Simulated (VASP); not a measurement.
**TaRu: single point with r2SCAN**

System: TaRu, a slab with vacuum.

```
CELL_PARAMETERS angstrom
3.05300 0.00000 0.00000
0.00000 3.38900 0.00000
0.00000 0.00000 23.63250
ATOMIC_POSITIONS crystal
Ta 0.50000 0.50000 0.40311
Ta 0.50000 0.50000 0.53230
Ta 0.50000 0.50000 0.66148
Ru 0.00000 0.00000 0.33852
Ru 0.00000 0.00000 0.46770
Ru 0.00000 0.00000 0.59689
```

```json
{"Program": "VASP 6.6.1", "Task": "single point", "Functional": "r2SCAN", "Potentials or basis": "VASP PAW PBE potentials, release 64 (Ta_pv, Ru_pv)", "Cutoff": "440 eV", "k mesh": "6 × 5 × 1", "Occupations": "methfessel-paxton, width 0.1 eV", "Spin": "no spin polarisation", "Dipole correction": "yes", "Further INCAR settings": "ALGO = Normal; EDIFF = 1e-06; NBANDS = 46"}
```

```yaml
Largest_force: 3.400 eV/Å
Band_gap_on_the_k_mesh: zero (an odd number of electrons rules out a gap without spin polarisation)
```

Forces on the atoms (eV/Å):
```
Ta   0.000  0.000 -3.400
Ta   0.000  0.000  1.044
Ta   0.000  0.000 -1.493
Ru   0.000  0.000  3.145
Ru   0.000  0.000 -0.146
Ru   0.000  0.000  0.850
```

Levels at points of the mesh, in eV from the Fermi level:
```csv
k point,band 35,band 36,band 37,band 38,band 39,band 40,band 41,band 42
"(0.00, 0.00, 0.00)",-1.49,-0.81,-0.47,-0.30,-0.15,-0.02,0.01,0.71
"(0.50, 0.00, 0.00)",-0.94,-0.46,0.00,0.53,0.81,0.95,1.15,1.17
```

Wall time 5.9 min on 1 thread of Intel(R) Xeon(R) 6975P-C (Granite Rapids) (shared host), peak memory 0.37 GiB.

Caveat: the k points lie up to 0.37 Å⁻¹ apart, too coarse for converged energies and pressures of a metal; the PAW data sets were made with another functional, which shifts forces and pressure a little; spin-orbit coupling is left out, which moves the levels of the heavy elements.
